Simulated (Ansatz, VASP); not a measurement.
# Two plane-wave programs on Co

Contents of INCAR:

```
ALGO = Normal ; EDIFF = 1E-7
EDIFFG = -0.01 ; ENCUT = 600
GGA = PE ; IBRION = 2
ISIF = 3 ; ISMEAR = -1
ISPIN = 2 ; IVDW = 13
LASPH = T ; LCHARG = F
LMAXMIX = 4 ; LORBIT = 11
LREAL = F ; LWAVE = F
MAGMOM = 2.5 2.5 ; NELM = 150
NSW = 80 ; PREC = Accurate
SIGMA = 0.1
```

File KPOINTS:

```
k-points
0
Gamma
  12 12 7
```

The input POSCAR:

```
Co
1.0
    2.5074000000      0.0000000000      0.0000000000
   -1.2537000000      2.1714700000      0.0000000000
    0.0000000000      0.0000000000      4.0699000000
Co
2
Direct
    0.3333333333      0.6666666667      0.2500000000
    0.6666666667      0.3333333333      0.7500000000
```

Input for Ansatz:

```yaml
crystal:
  lattice:
    - [2.5074, 0.0, 0.0]
    - [-1.2537, 2.17147, 0.0]
    - [0.0, 0.0, 4.0699]
  atoms:
    - { symbol: Co, position: [0.3333333333333333, 0.6666666666666666, 0.25] }
    - { symbol: Co, position: [0.6666666666666666, 0.3333333333333333, 0.75] }
kpoints:
  mp_grid:
    grid: [12, 12, 7]
hamiltonian:
  xc: pbe
  dispersion: d4
magnetization:
  spin_polarized: true
  per_species:
    Co: 2.5
scf:
  occupations:
    method: fermi_dirac
    width: 0.1
relax:
  cell: {}
```

Alike in both runs: task relaxation of cell and atoms; functional PBE; dispersion D4; k mesh 12 × 12 × 7; occupations fermi-dirac, width 0.1 eV; collinear spin.

|  | VASP | Ansatz |
| --- | --- | --- |
| version | VASP 6.6.1 | Ansatz 0.2.0 |
| potentials or method | VASP PAW PBE potentials, release 64 (Co) | plane waves, PAW |
| plane-wave cutoff (eV) | 600 | 420 |
| valence electrons in the cell | 18 | 34 |

```tsv
	VASP	Ansatz	Ansatz less VASP
net moment per atom (μB)	1.58	1.59	+0.012
size of the moment on the site where the two differ most (μB)	1.59	1.66	+0.070
relaxed volume (Å³/atom)	10.53	10.58	+0.046
relaxed cell length with the largest relative difference (Å)	3.988	3.995	+0.0065
```

Site moments also hang on the region over which each program counts them. VASP's potentials hold 18 valence electrons a cell and Ansatz's 34, so a difference there can come from the potentials and not from the codes.
